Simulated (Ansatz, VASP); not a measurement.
**One calculation of SnO2, two programs**

Contents of POSCAR:

```
SnO2
1.0
    5.1011480293      0.0000000000      0.0000000000
    0.0000000000      5.1011480293      0.0000000000
    0.0000000000      0.0000000000      5.1011480293
Sn O
4 8
Direct
    0.0000000000      0.5000000000      0.5000000000
    0.5000000000      0.5000000000      0.0000000000
    0.5000000000      0.0000000000      0.5000000000
    0.0000000000      0.0000000000      0.0000000000
    0.3397299931      0.1602700069      0.8397299931
    0.1602700069      0.8397299931      0.3397299931
    0.8397299931      0.3397299931      0.1602700069
    0.6602700069      0.6602700069      0.6602700069
    0.3397299931      0.3397299931      0.3397299931
    0.1602700069      0.6602700069      0.8397299931
    0.8397299931      0.1602700069      0.6602700069
    0.6602700069      0.8397299931      0.1602700069
```

File INCAR.step1:

```
SYSTEM = SnO2
PREC = Accurate ; ENCUT = 520
ISMEAR = 0 ; SIGMA = 0.05
LREAL = .False. ; LASPH = .True.
NELM = 80 ; NBANDS = 64
GGA = PE ; ALGO = Normal
EDIFF = 1E-4 ; LWAVE = .True.
LCHARG = .False.
```

Contents of INCAR.step2:

```
SYSTEM = SnO2
PREC = Accurate ; ENCUT = 520
EDIFF = 1E-7 ; ISMEAR = 0
SIGMA = 0.05 ; LREAL = .False.
LASPH = .True. ; NELM = 80
ALGO = Normal ; ISIF = 2
LWAVE = .False. ; LCHARG = .False.
METAGGA = R2SCAN ; LMIXTAU = .True.
NBANDS = 64 ; ISTART = 1
```

The input KPOINTS:

```
Automatic mesh
0
Gamma
  4 4 4
  0 0 0
```

Input for Ansatz:

```yaml
crystal:
  lattice:
    - [5.1011480293, 0.0, 0.0]
    - [0.0, 5.1011480293, 0.0]
    - [0.0, 0.0, 5.1011480293]
  atoms:
    - { symbol: Sn, position: [0.0, 0.5, 0.5] }
    - { symbol: Sn, position: [0.5, 0.5, 0.0] }
    - { symbol: Sn, position: [0.5, 0.0, 0.5] }
    - { symbol: Sn, position: [0.0, 0.0, 0.0] }
    - { symbol: O, position: [0.3397299931, 0.1602700069, 0.8397299931] }
    - { symbol: O, position: [0.1602700069, 0.8397299931, 0.3397299931] }
    - { symbol: O, position: [0.8397299931, 0.3397299931, 0.1602700069] }
    - { symbol: O, position: [0.6602700069, 0.6602700069, 0.6602700069] }
    - { symbol: O, position: [0.3397299931, 0.3397299931, 0.3397299931] }
    - { symbol: O, position: [0.1602700069, 0.6602700069, 0.8397299931] }
    - { symbol: O, position: [0.8397299931, 0.1602700069, 0.6602700069] }
    - { symbol: O, position: [0.6602700069, 0.8397299931, 0.1602700069] }
basis:
  ecutwfc: 500
kpoints:
  mp_grid: { grid: [4, 4, 4] }
hamiltonian:
  xc: r2scan
scf:
  occupations: { method: gaussian, width: 0.05 }
output:
  forces: true
  stress: true
  eigenvalues: true
  write_density: true
  write_potential: true
  elf: true
  volumetric_format: npy
```

Alike in both runs: task single point; functional r2SCAN; k mesh 4 × 4 × 4; occupations gaussian, width 0.05 eV; no spin polarisation.

```csv
,VASP,Ansatz
version,VASP 6.6.1,Ansatz 0.2.0
potentials or method,"VASP PAW PBE potentials, release 64 (Sn_d, O), cutoff 520 eV","scalar-relativistic, plane waves, PAW"
valence electrons in the cell,104,104
```

Ansatz gave:

| Item | Value |
| --- | --- |
| gap on the k mesh at the Fermi level (eV) | 1.62 |
| least direct gap on the mesh (eV) | 1.68 |
| pressure (GPa) | -0.1 |

**Question.** Which values does VASP return?

**Answer.** gap on the k mesh at the Fermi level (eV): 1.64; least direct gap on the mesh (eV): 1.71; pressure (GPa): 1.1.

VASP's potentials were made for PBE, not for r2SCAN.
